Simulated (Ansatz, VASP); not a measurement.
**Two plane-wave programs on Al**

INCAR

```
PREC = Accurate
ENCUT = 520
EDIFF = 1E-7
ISMEAR = 0
SIGMA = 0.15
LREAL = F
LASPH = T
NELM = 60
ALGO = Fast
ISIF = 2
LWAVE = F
LCHARG = F
GGA = PS
IVDW = 12
NBANDS = 14
```

The input KPOINTS:

```
regular mesh
0
Gamma
  18 18 6
```

The input POSCAR:

```
Al
1.0
    2.8354013852      0.0000000000      0.0000000000
   -1.4177006926      2.4555296295      0.0000000000
    0.0000000000      0.0000000000      9.6862982121
Al
4
Direct
    0.0000000000      0.0000000000      0.0000000000
    0.3333333333      0.6666666667      0.2500000000
    0.0000000000      0.0000000000      0.5000000000
    0.6666666667      0.3333333333      0.7500000000
```

Input for Ansatz:

```yaml
crystal:
  lattice:
    - [2.8354013852, 0.0, 0.0]
    - [-1.4177006926, 2.4555296295, 0.0]
    - [0.0, 0.0, 9.6862982121]
  atoms:
    - { symbol: Al, position: [0.0, 0.0, 0.0] }
    - { symbol: Al, position: [0.3333333333, 0.6666666667, 0.25] }
    - { symbol: Al, position: [0.0, 0.0, 0.5] }
    - { symbol: Al, position: [0.6666666667, 0.3333333333, 0.75] }
basis:
  ecutwfc: 420
kpoints:
  mp_grid: { grid: [18, 18, 6] }
hamiltonian:
  xc: pbesol
  pseudopotentials: { kind: paw, azcp: { folder: soft_1 } }
  dispersion: d3bj
scf:
  occupations: { method: gaussian, width: 0.15 }
output:
  forces: true
  stress: true
  eigenvalues: true
```

Alike in both runs: task single point; functional PBEsol; dispersion D3(BJ); k mesh 18 × 18 × 6; occupations gaussian, width 0.15 eV; no spin polarisation.

```csv
,VASP,Ansatz
version,VASP 6.6.1,Ansatz 0.2.0
potentials or method,"VASP PAW PBE potentials, release 64 (Al), cutoff 520 eV","scalar-relativistic, plane waves, PAW"
valence electrons in the cell,12,12
```

|  | VASP | Ansatz | Ansatz less VASP |
| --- | --- | --- | --- |
| gap on the k mesh at the Fermi level (eV) | none | none | - |
| pressure (GPa) | -5.6 | -5.6 | -0.07 |
| traceless stress, the component that is largest in VASP (GPa) | -1.64 | -1.62 | +0.016 |

VASP's potentials were made for PBE, not for PBEsol, and Ansatz warns of the same on its side. A gap of «none» marks a metal or a gap that the smearing closes.
